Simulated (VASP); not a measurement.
# Si2Mo (I4/mmm) in VASP: a series of runs

Runs on Si2Mo. Level: PBEsol. Tasks: relaxation of cell and atoms.

Everything below comes from runs of VASP 6.6.1. Logs are shortened: lines on timing, memory, paths and dates and some standing lists are left out, and cuts for length are marked.

## 1. The cell of the first run

The structure is tetragonal, space group I4/mmm (No. 139). The conventional cell has a = 3.200 Å, b = 3.200 Å, c = 7.861 Å, α = 90.00°, β = 90.00°, γ = 90.00°. Within 3.5 Å of Mo (site symmetry 4/mmm) lie 10 Si at 2.62 Å and 4 Mo at 3.20 Å. Within 3.4 Å of Si (site symmetry 4mm) lie 9 Si at 2.61 to 3.20 Å and 5 Mo at 2.62 Å.

## 2. Relaxation of cell and atoms, PBEsol, target pressure 10 GPa, at which the enthalpy is minimised

Input file INCAR:

```
SYSTEM = Si2Mo
ALGO     = Normal         ! electronic algorithm
EDIFF    = 1E-6           ! SCF threshold, eV
EDIFFG   = -0.01          ! ionic threshold
ENCUT    = 600            ! plane-wave cutoff, eV
GGA      = PS             ! functional
IBRION   = 2              ! ionic algorithm
ISIF     = 3              ! what is computed and relaxed
ISMEAR   = -1             ! smearing method
LASPH    = .TRUE.         ! aspherical terms in the spheres
LCHARG   = .FALSE.        ! write CHGCAR
LREAL    = .FALSE.        ! projectors in reciprocal space
LWAVE    = .FALSE.        ! write WAVECAR
NELM     = 100            ! most SCF steps
NSW      = 60             ! ionic steps
PREC     = Accurate       ! precision mode
PSTRESS  = 100.0        
SIGMA    = 0.05           ! smearing width, eV
```

Input file KPOINTS:

```
k-points
0
G
  12 12 12
  0 0 0
```

Input file POSCAR:

```
Si2Mo
1.0
   -1.6000000000      1.6000000000      3.9305000000
    1.6000000000     -1.6000000000      3.9305000000
    1.6000000000      1.6000000000     -3.9305000000
Mo Si
1 2
Direct
    0.0000000000      0.0000000000      0.0000000000
    0.6670000000      0.6670000000      0.0000000000
    0.3330000000      0.3330000000      0.0000000000
```

Potentials or basis: VASP PAW PBE potentials, release 64 (Mo_sv, Si).

The run is started by

```bash
> cat potpaw_PBE.64/Mo_sv/POTCAR potpaw_PBE.64/Si/POTCAR > POTCAR
> mpirun -np 1 vasp_std > vasp.out
```

OUTCAR:

```text
SYSTEM = Si2Mo
   EDIFF = 1E-6
   EDIFFG = -0.01
   ENCUT = 600
   GGA = PS
   IBRION = 2
   ISIF = 3
   ISMEAR = -1
   LASPH = .TRUE.
   LREAL = .FALSE.
   NELM = 100
   NSW = 60
   PREC = Accurate
   PSTRESS = 100.0

 ion  position               nearest neighbor table
   1  0.000  0.000  0.000-   2 2.62   3 2.62   2 2.62   3 2.62   2 2.62   3 2.62   3 2.62   2 2.62
                             2 2.62   3 2.62
   2  0.667  0.667  0.000-   3 2.61   3 2.61   3 2.61   3 2.61   1 2.62   1 2.62   1 2.62   1 2.62
                             1 2.62   3 2.63
   3  0.333  0.333  0.000-   2 2.61   2 2.61   2 2.61   2 2.61   1 2.62   1 2.62   1 2.62   1 2.62
                             1 2.62   2 2.63

  LATTYP: Found a body centered tetragonal cell.
 ALAT       =     3.2000000000
 C/A-ratio  =     2.4565625000

  Lattice vectors:

 A1 = (  -1.6000000000,   1.6000000000,   3.9305000000)
 A2 = (   1.6000000000,  -1.6000000000,   3.9305000000)
 A3 = (   1.6000000000,   1.6000000000,  -3.9305000000)

Analysis of symmetry for initial positions (statically):
=====================================================================
 Subroutine PRICEL returns:
 Original cell was already a primitive cell.

 Routine SETGRP: Setting up the symmetry group for a
 body centered tetragonal supercell.

 Subroutine GETGRP returns: Found 16 space group operations
 (whereof 16 operations were pure point group operations)
 out of a pool of 16 trial point group operations.

The static configuration has the point symmetry D_4h.

Analysis of symmetry for dynamics (positions and initial velocities):
=====================================================================
 Subroutine PRICEL returns:
 Original cell was already a primitive cell.

 Routine SETGRP: Setting up the symmetry group for a
 body centered tetragonal supercell.

 Subroutine GETGRP returns: Found 16 space group operations
 (whereof 16 operations were pure point group operations)
 out of a pool of 16 trial point group operations.

The dynamic configuration has the point symmetry D_4h.

 Subroutine INISYM returns: Found 16 space group operations
 (whereof 16 operations are pure point group operations),
 and found     1 'primitive' translations

----------------------------------------------------------------------------------------

                                     Primitive cell

  volume of cell :      40.2483

  direct lattice vectors                    reciprocal lattice vectors
    -1.600000000  1.600000000  3.930500000     0.000000000  0.312500000  0.127210279
[... 119 lines left out ...]
 conjugate gradient relaxation of ions
 non-spin polarized calculation
  energy-cutoff  :      600.00
  volume of cell :       40.25
 maximum number of plane-waves:      1362
   NGX = 19   NGY = 19   NGZ = 19

--------------------------------------- Ionic step        1  -------------------------------------------

 number of electron      22.0000000 magnetization

 Free energy of the ion-electron system (eV)
  ---------------------------------------------------
  ext. energy  EPLUGINS =         0.00000000
  ---------------------------------------------------
  free energy    TOTEN  =       -25.07165717 eV

  energy without entropy =      -25.06943133  energy(sigma->0) =      -25.07054425

------------------------ aborting loop because EDIFF is reached ----------------------------------------

  FORCE on cell =-STRESS in cart. coord.  units (eV):
  Direction    XX          YY          ZZ          XY          YZ          ZX
  --------------------------------------------------------------------------------------
  -------------------------------------------------------------------------------------
  Total       -0.4985474     -0.4985474     -0.8103146      0.0000000     -0.0000000      0.0000000
  in kB      -19.8458299    -19.8458299    -32.2564457      0.0000000     -0.0000000      0.0000000
  external PRESSURE =    -123.9827019 kB  Pullay stress =     100.0000000 kB
[... 100 lines left out ...]
  energy  without entropy=      -25.0306751731  energy(sigma->0) =      -25.03175295

  enthalpy is  TOTEN    =       -22.6437313321 eV   P V=        2.3890993987

[... ionic steps 4 to 7 ...]

--------------------------------------- Ionic step        8  -------------------------------------------

 number of electron      22.0000000 magnetization

------------------------ aborting loop because EDIFF is reached ----------------------------------------
[... 73 lines left out ...]
--------------------------------------- Ionic step       10  -------------------------------------------

 number of electron      22.0000000 magnetization

 Free energy of the ion-electron system (eV)
  ---------------------------------------------------
  ext. energy  EPLUGINS =         0.00000000
  ---------------------------------------------------
  free energy    TOTEN  =       -25.03088832 eV

  energy without entropy =      -25.02865499  energy(sigma->0) =      -25.02977165

 E-fermi :  12.9622     XC(G=0): -12.7554

 val. band max:       12.8908421267   @ k =  -0.4167   0.5000   0.3333
 cond. band min:      12.9853416520   @ k =   0.0833  -0.0000   0.0000
 fundamental gap:      0.0944995254
 Fermi energy:        12.9622264428

 k-point     1 :       0.0000    0.0000    0.0000
  band No.  band energies     occupation
      1     -47.5972      2.00000
      2     -21.8244      2.00000
      3     -21.7074      2.00000
      4     -21.7074      2.00000
      5      -0.8689      2.00000
      6       6.2418      2.00000
      7       9.5914      2.00000
      8       9.6290      2.00000
      9      10.2012      2.00000
     10      10.2012      2.00000
     11      13.3855      0.00042
     12      15.9196      0.00000
     13      16.4477      0.00000
     14      16.6941      0.00000
[... 401 lines left out ...]
      2     -21.9914      2.00000
      3     -21.7910      2.00000
      4     -21.7548      2.00000
      5       2.1968      2.00000
      6       4.7426      2.00000
      7       7.3705      2.00000
      8       8.8136      2.00000
      9      10.1339      2.00000
     10      10.7782      2.00000
     11      10.9860      2.00000
     12      15.1172      0.00000
     13      15.4625      0.00000
     14      16.8080      0.00000
     15      17.6214      0.00000

 [... further k-points ...]

------------------------ aborting loop because EDIFF is reached ----------------------------------------

  FORCE on cell =-STRESS in cart. coord.  units (eV):
  Direction    XX          YY          ZZ          XY          YZ          ZX
  --------------------------------------------------------------------------------------
  -------------------------------------------------------------------------------------
  Total        2.3872721      2.3872721      2.4132298      0.0000000     -0.0000000      0.0000000
  in kB      100.0569989    100.0569989    101.1449565      0.0000000     -0.0000000      0.0000000
  external PRESSURE =       0.4196514 kB  Pullay stress =     100.0000000 kB
[... 22 lines left out ...]
  energy  without entropy=      -25.0286549856  energy(sigma->0) =      -25.02977165

  enthalpy is  TOTEN    =       -22.6449761977 eV   P V=        2.3859121197

 reached required accuracy - stopping structural energy minimisation
```

OSZICAR:

```text
N       E                     dE             d eps       ncg     rms          rms(c)
DAV:   1     0.134127804898E+03    0.13413E+03   -0.12458E+04  4906   0.156E+03
[... 79 lines left out ...]
   9 F= -.22644966E+02 E0= -.22643857E+02  d E =-.767862E-04
       N       E                     dE             d eps       ncg     rms          rms(c)
DAV:   1    -0.250309591675E+02    0.64537E-03   -0.24156E-03  5464   0.490E-01    0.787E-02
DAV:   2    -0.250309008067E+02    0.58361E-04   -0.30063E-04  5793   0.135E-01    0.225E-02
DAV:   3    -0.250308908680E+02    0.99387E-05   -0.31641E-05  5807   0.395E-02    0.110E-02
DAV:   4    -0.250308881586E+02    0.27093E-05   -0.84782E-06  5968   0.252E-02    0.281E-03
DAV:   5    -0.250308883174E+02   -0.15880E-06   -0.24554E-07  2529   0.418E-03
  10 F= -.22644976E+02 E0= -.22643860E+02  d E =-.100121E-04
```

Wall time 8 min (1 thread of AMD EPYC 9R45 (Zen 5), shared host); peak memory 0.27 GiB.

Results:

```yaml
Free_energy: -25.0309 eV
Relaxed_volume: 12.74 Å³/atom
Relaxed_cell: a = 4.459 Å, b = 4.459 Å, c = 4.459 Å, α = 138.70°, β = 138.70°, γ = 59.83°
Space_group_after_relaxing_to_0.1_Å: I4/mmm (No. 139)
Energy_change_on_relaxing_the_run_minimises_the_enthalpy: +13.6 meV/atom
Ionic_steps: 10
Pressure_after_relaxing: 10.0 GPa
Band_gap_on_the_k_mesh: zero (bands 11 and 12 overlap by 0.99 eV)
```

The path:
| step | energy change (eV) | largest force (eV/Å) | pressure (GPa) | volume (Å³) |
| --- | --- | --- | --- | --- |
| 1 | 0.0000 | 0.3224 | -2.40 | 40.25 |
| 2 | 0.6412 | 0.3775 | 44.08 | 34.50 |
| 3 | 0.0388 | 0.1461 | 9.61 | 38.28 |
| 4 | 0.0425 | 0.1397 | 10.04 | 38.22 |
| 5 | 0.0450 | 0.1355 | 10.33 | 38.18 |
| 6 | 0.0436 | 0.0043 | 10.31 | 38.18 |
| 7 | 0.0436 | 0.0189 | 10.30 | 38.18 |
| 8 | 0.0366 | 0.0032 | 9.56 | 38.30 |
| 9 | 0.0401 | 0.0110 | 9.93 | 38.24 |
| 10 | 0.0408 | 0.0009 | 10.04 | 38.23 |

Final structure:
```xyz
3
Lattice="-1.5724 1.5724 3.8652 1.5724 -1.5724 3.8652 1.5724 1.5724 -3.8652" Properties=species:S:1:pos:R:3 pbc="T T T"
Mo    0.0000    0.0000    0.0000
Si    0.0000    0.0000    5.1451
Si    1.5724    1.5724   -1.2799
```

Levels at points of the mesh, in eV from the Fermi level:
```csv
k point,band 7,band 8,band 9,band 10,band 11,band 12,band 13,band 14,band 15
"(0.00, 0.00, 0.00)",-3.37,-3.33,-2.76,-2.76,0.42,2.96,3.49,3.73,3.73
"(0.50, 0.00, 0.00)",-5.18,-4.63,-2.79,-2.70,-0.57,2.44,3.20,4.32,4.46
"(0.50, 0.50, 0.00)",-5.88,-5.18,-4.65,-3.29,-1.18,2.50,2.96,3.30,3.46
"(0.50, 0.50, 0.50)",-3.85,-2.38,-0.63,-0.63,-0.45,-0.45,0.57,4.88,5.75
```

Caveat: the cell is relaxed towards a set pressure, so the run minimises the enthalpy, not the energy; the PAW data sets were made with another functional, which shifts forces and pressure a little.

## 3. Relaxation of cell and atoms, PBEsol, target pressure 30 GPa, at which the enthalpy is minimised

Input file INCAR:

```
ALGO     = Normal         # electronic algorithm
EDIFF    = 1E-7           # SCF threshold, eV
EDIFFG   = -0.01          # ionic threshold
ENCUT    = 600            # plane-wave cutoff, eV
GGA      = PS             # functional
IBRION   = 2              # ionic algorithm
ISIF     = 3              # what is computed and relaxed
ISMEAR   = -1             # smearing method
LASPH    = True           # aspherical terms in the spheres
LCHARG   = False          # write CHGCAR
LREAL    = False          # projectors in reciprocal space
LWAVE    = False          # write WAVECAR
NELM     = 60             # most SCF steps
NSW      = 60             # ionic steps
PREC     = Accurate       # precision mode
PSTRESS  = 300.0        
SIGMA    = 0.05           # smearing width, eV
```

Input file KPOINTS:

```
k-points
0
Gamma
  12 12 12
```

POSCAR is that of step 2.

Potentials or basis: VASP PAW PBE potentials, release 64 (Mo_sv, Si).

The run is started by

```bash
> cat potpaw_PBE.64/Mo_sv/POTCAR potpaw_PBE.64/Si/POTCAR > POTCAR
> mpirun -np 1 vasp_std > vasp.out
```

OUTCAR:

```text
EDIFF = 1E-7
   EDIFFG = -0.01
   ENCUT = 600
   GGA = PS
   IBRION = 2
   ISIF = 3
   ISMEAR = -1
   LASPH = True
   LREAL = False
   NELM = 60
   NSW = 60
   PREC = Accurate
   PSTRESS = 300.0

 ion  position               nearest neighbor table
   1  0.000  0.000  0.000-   2 2.62   3 2.62   2 2.62   3 2.62   2 2.62   3 2.62   3 2.62   2 2.62
                             2 2.62   3 2.62
   2  0.667  0.667  0.000-   3 2.61   3 2.61   3 2.61   3 2.61   1 2.62   1 2.62   1 2.62   1 2.62
                             1 2.62   3 2.63
   3  0.333  0.333  0.000-   2 2.61   2 2.61   2 2.61   2 2.61   1 2.62   1 2.62   1 2.62   1 2.62
                             1 2.62   2 2.63

  LATTYP: Found a body centered tetragonal cell.
 ALAT       =     3.2000000000
 C/A-ratio  =     2.4565625000

  Lattice vectors:

 A1 = (  -1.6000000000,   1.6000000000,   3.9305000000)
 A2 = (   1.6000000000,  -1.6000000000,   3.9305000000)
 A3 = (   1.6000000000,   1.6000000000,  -3.9305000000)

Analysis of symmetry for initial positions (statically):
=====================================================================
 Subroutine PRICEL returns:
 Original cell was already a primitive cell.

 Routine SETGRP: Setting up the symmetry group for a
 body centered tetragonal supercell.

 Subroutine GETGRP returns: Found 16 space group operations
 (whereof 16 operations were pure point group operations)
 out of a pool of 16 trial point group operations.

The static configuration has the point symmetry D_4h.

Analysis of symmetry for dynamics (positions and initial velocities):
=====================================================================
 Subroutine PRICEL returns:
 Original cell was already a primitive cell.

 Routine SETGRP: Setting up the symmetry group for a
 body centered tetragonal supercell.

 Subroutine GETGRP returns: Found 16 space group operations
 (whereof 16 operations were pure point group operations)
 out of a pool of 16 trial point group operations.

The dynamic configuration has the point symmetry D_4h.
[... 140 lines left out ...]

 number of electron      22.0000000 magnetization

 Free energy of the ion-electron system (eV)
  ---------------------------------------------------
  ext. energy  EPLUGINS =         0.00000000
  ---------------------------------------------------
  free energy    TOTEN  =       -25.07165711 eV

  energy without entropy =      -25.06943126  energy(sigma->0) =      -25.07054418

------------------------ aborting loop because EDIFF is reached ----------------------------------------

  FORCE on cell =-STRESS in cart. coord.  units (eV):
  Direction    XX          YY          ZZ          XY          YZ          ZX
  --------------------------------------------------------------------------------------
  -------------------------------------------------------------------------------------
  Total       -0.5000903     -0.5000903     -0.8112426      0.0000000      0.0000000      0.0000000
  in kB      -19.9072509    -19.9072509    -32.2933850      0.0000000      0.0000000      0.0000000
  external PRESSURE =    -324.0359622 kB  Pullay stress =     300.0000000 kB
[... 221 lines left out ...]
--------------------------------------- Ionic step        7  -------------------------------------------

 number of electron      22.0000000 magnetization

 Free energy of the ion-electron system (eV)
  ---------------------------------------------------
  ext. energy  EPLUGINS =         0.00000000
  ---------------------------------------------------
  free energy    TOTEN  =       -24.73168547 eV

  energy without entropy =      -24.72962344  energy(sigma->0) =      -24.73065445

 E-fermi :  14.0539     XC(G=0): -13.0790

 val. band max:       13.9896860689   @ k =  -0.3333  -0.4167   0.3333
 cond. band min:      14.1013109006   @ k =   0.0833  -0.0000   0.0000
 fundamental gap:      0.1116248318
 Fermi energy:        14.0539221320

 k-point     1 :       0.0000    0.0000    0.0000
  band No.  band energies     occupation
      1     -46.4508      2.00000
      2     -20.7449      2.00000
      3     -20.5620      2.00000
      4     -20.5620      2.00000
      5      -0.3526      2.00000
      6       6.8831      2.00000
      7      10.3579      2.00000
      8      10.6907      2.00000
      9      11.0793      2.00000
     10      11.0793      2.00000
     11      14.5334      0.00014
     12      16.6927      0.00000
     13      17.9811      0.00000
     14      18.0739      0.00000
[... 401 lines left out ...]
      2     -20.9316      2.00000
      3     -20.7005      2.00000
      4     -20.6234      2.00000
      5       2.8843      2.00000
      6       5.4473      2.00000
      7       8.1301      2.00000
      8       9.6609      2.00000
      9      10.9665      2.00000
     10      11.7328      2.00000
     11      11.9811      2.00000
     12      16.3462      0.00000
     13      16.8117      0.00000
     14      18.0371      0.00000
     15      19.0524      0.00000

 [... further k-points ...]

------------------------ aborting loop because EDIFF is reached ----------------------------------------

  FORCE on cell =-STRESS in cart. coord.  units (eV):
  Direction    XX          YY          ZZ          XY          YZ          ZX
  --------------------------------------------------------------------------------------
  -------------------------------------------------------------------------------------
  Total        6.7057669      6.7057669      6.7025826      0.0000000      0.0000000      0.0000000
  in kB      300.3993608    300.3993608    300.2567113      0.0000000      0.0000000      0.0000000
  external PRESSURE =       0.3518110 kB  Pullay stress =     300.0000000 kB
[... 22 lines left out ...]
  energy  without entropy=      -24.7296234414  energy(sigma->0) =      -24.73065445

  enthalpy is  TOTEN    =       -18.0348333996 eV   P V=        6.6968520663

 reached required accuracy - stopping structural energy minimisation
```

CONTCAR:

```text
Si2Mo
   1.00000000000000
    -1.5351542061041430    1.5351542061041430    3.7939886568897947
     1.5351542061041430   -1.5351542061041430    3.7939886568897947
     1.5351542061041430    1.5351542061041430   -3.7939886568897947
  Mo              Si
     1     2
Direct
     0.0000000000000000    0.0000000000000000    0.0000000000000000
     0.6664536645132563    0.6664536645132563    0.0000000000000000
     0.3335463354867437    0.3335463354867437    0.0000000000000000

  0.00000000E+00  0.00000000E+00  0.00000000E+00
  0.00000000E+00  0.00000000E+00  0.00000000E+00
  0.00000000E+00  0.00000000E+00  0.00000000E+00
```

Run time: 8.9 min. Hardware: 1 thread of AMD EPYC 9R45 (Zen 5), shared host; peak memory 0.27 GiB.

What came out:

```yaml
Free_energy: -24.7317 eV
Relaxed_volume: 11.92 Å³/atom
Relaxed_cell: a = 4.371 Å, b = 4.371 Å, c = 4.371 Å, α = 138.88°, β = 138.88°, γ = 59.56°
Space_group_after_relaxing_to_0.1_Å: I4/mmm (No. 139)
Energy_change_on_relaxing_the_run_minimises_the_enthalpy: +113.3 meV/atom
Ionic_steps: 7
Pressure_after_relaxing: 30.0 GPa
Largest_force_after_relaxing: 0.006 eV/Å
Band_gap_on_the_k_mesh: zero (bands 11 and 12 overlap by 1.04 eV)
```

Forces on the atoms (eV/Å):
```
Mo   0.000  0.000  0.000
Si   0.000  0.000 -0.006
Si   0.000  0.000  0.006
```

Step by step:
| step | energy change (eV) | largest force (eV/Å) | pressure (GPa) | volume (Å³) |
| --- | --- | --- | --- | --- |
| 1 | 0.0000 | 0.3223 | -2.40 | 40.25 |
| 2 | 6.4135 | 1.3715 | 217.70 | 26.42 |
| 3 | 0.2505 | 0.0967 | 25.24 | 36.30 |
| 4 | 0.3119 | 0.0667 | 28.63 | 35.93 |
| 5 | 0.3378 | 0.0548 | 29.99 | 35.79 |
| 6 | 0.3436 | 0.0220 | 30.07 | 35.75 |
| 7 | 0.3400 | 0.0063 | 30.04 | 35.77 |

Final structure:
```cif
data_structure
_symmetry_space_group_name_H-M 'P 1'
_symmetry_Int_Tables_number 1
_cell_length_a 4.3712
_cell_length_b 4.3712
_cell_length_c 4.3712
_cell_angle_alpha 138.879
_cell_angle_beta 138.879
_cell_angle_gamma 59.559
_cell_volume 35.77
loop_
_atom_site_label
_atom_site_type_symbol
_atom_site_fract_x
_atom_site_fract_y
_atom_site_fract_z
_atom_site_occupancy
Mo1 Mo 0.00000 0.00000 0.00000 1
Si1 Si 0.66645 0.66645 0.00000 1
Si2 Si 0.33355 0.33355 0.00000 1
```

Caveat: the cell is relaxed towards a set pressure, so the run minimises the enthalpy, not the energy; the PAW data sets were made with another functional, which shifts forces and pressure a little.
